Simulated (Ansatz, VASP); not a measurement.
## Two plane-wave programs on NbSb

Contents of POSCAR:

```
NbSb
1.0
    0.0000000000      3.1344527682      3.1344527682
    3.1344527682      0.0000000000      3.1344527682
    3.1344527682      3.1344527682      0.0000000000
Nb Sb
1 1
Direct
    0.0000000000      0.0000000000      0.0000000000
    0.2500000000      0.2500000000      0.2500000000
```

INCAR.step1

```
SYSTEM = NbSb
PREC = Accurate
ENCUT = 520
ISMEAR = 0
SIGMA = 0.05
LREAL = .False.
LASPH = .True.
NELM = 60
NBANDS = 16
GGA = PE
ALGO = Normal
EDIFF = 1E-4
LWAVE = .True.
LCHARG = .False.
```

File INCAR.step2:

```
SYSTEM = NbSb
PREC = Accurate
ENCUT = 520
EDIFF = 1E-6
ISMEAR = 0
SIGMA = 0.05
LREAL = .False.
LASPH = .True.
NELM = 60
ALGO = Normal
ISIF = 2
LWAVE = .False.
LCHARG = .False.
METAGGA = R2SCAN
LMIXTAU = .True.
NBANDS = 16
ISTART = 1
```

File KPOINTS:

```
regular mesh
0
Gamma
  10 10 10
  0 0 0
```

Input for Ansatz:

```yaml
crystal:
  lattice:
    - [0.0, 3.1344527682, 3.1344527682]
    - [3.1344527682, 0.0, 3.1344527682]
    - [3.1344527682, 3.1344527682, 0.0]
  atoms:
    - { symbol: Nb, position: [0.0, 0.0, 0.0] }
    - { symbol: Sb, position: [0.25, 0.25, 0.25] }
basis:
  ecutwfc: 500
  ecutrho_ratio: 4
kpoints:
  mp_grid: { grid: [10, 10, 10] }
hamiltonian:
  xc: r2scan
scf:
  occupations: { method: gaussian, width: 0.05 }
output:
  forces: true
  stress: true
  eigenvalues: true
```

Alike in both runs: task single point; functional r2SCAN; k mesh 10 × 10 × 10; occupations gaussian, width 0.05 eV; no spin polarisation.

|  | VASP | Ansatz |
| --- | --- | --- |
| version | VASP 6.6.1 | Ansatz 0.2.0 |
| potentials or method | VASP PAW PBE potentials, release 64 (Nb_sv, Sb), cutoff 520 eV | scalar-relativistic, plane waves, PAW |
| valence electrons in the cell | 18 | 28 |

|  | VASP | Ansatz | Ansatz less VASP |
| --- | --- | --- | --- |
| gap on the k mesh at the Fermi level (eV) | none | none | - |
| pressure (GPa) | 0.0 | 0.0 | +0.02 |

VASP's potentials were made for PBE, not for r2SCAN. A gap of «none» marks a metal or a gap that the smearing closes. VASP's potentials hold 18 valence electrons a cell and Ansatz's 28, so a difference there can come from the potentials and not from the codes.

Neither program's run includes spin-orbit coupling.
